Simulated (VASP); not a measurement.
Input of a VASP 6.6.1 run:

POSCAR

```
Nb
1.0
   -1.6639500000      1.6639500000      1.6639500000
    1.6639500000     -1.6639500000      1.6639500000
    1.6639500000      1.6639500000     -1.6639500000
Nb
1
Direct
    0.0000000000      0.0000000000      0.0000000000
```

The input INCAR.step1:

```
ALGO     = Normal         # electronic algorithm
EDIFF    = 1E-5           # SCF threshold, eV
EDIFFG   = -0.005         # ionic threshold
ENCUT    = 550            # plane-wave cutoff, eV
GGA      = PE             # functional
GGA_COMPAT= F            
IBRION   = 2              # ionic algorithm
ISIF     = 3              # what is computed and relaxed
ISMEAR   = -1             # smearing method
LASPH    = T              # aspherical terms in the spheres
LCHARG   = F              # write CHGCAR
LREAL    = F              # projectors in reciprocal space
LWAVE    = T              # write WAVECAR
NELM     = 120            # most SCF steps
NELMIN   = 4            
NSW      = 100            # ionic steps
PREC     = Accurate       # precision mode
SIGMA    = 0.08           # smearing width, eV
```

File INCAR.step2:

```
ALGO     = Normal         # electronic algorithm
EDIFF    = 1E-7           # SCF threshold, eV
EDIFFG   = -0.002         # ionic threshold
ENCUT    = 550            # plane-wave cutoff, eV
GGA_COMPAT= F            
IBRION   = 2              # ionic algorithm
ISIF     = 3              # what is computed and relaxed
ISMEAR   = -1             # smearing method
ISTART   = 1            
LASPH    = T              # aspherical terms in the spheres
LCHARG   = F              # write CHGCAR
LMIXTAU  = T            
LREAL    = F              # projectors in reciprocal space
LWAVE    = F              # write WAVECAR
METAGGA  = R2SCAN         # meta-GGA
NELM     = 120            # most SCF steps
NELMIN   = 4            
NSW      = 100            # ionic steps
PREC     = Accurate       # precision mode
SIGMA    = 0.08           # smearing width, eV
```

KPOINTS

```
k-points
0
Gamma
  24 24 24
```

Potentials or basis: VASP PAW PBE potentials, release 64 (Nb_sv).

Launch:

```sh
$ cat potpaw_PBE.64/Nb_sv/POTCAR > POTCAR
$ cp INCAR.step1 INCAR
$ mpirun -np 1 vasp_std > vasp.out
$ cp INCAR.step2 INCAR
$ mpirun -np 1 vasp_std > vasp.out
```

(1) Predict the band gap on the k mesh.

(2) Predict the space group after relaxing (to 0.1 Å).

## Answers

(1) zero (an odd number of electrons rules out a gap without spin polarisation).

(2) Im-3m (No. 229).
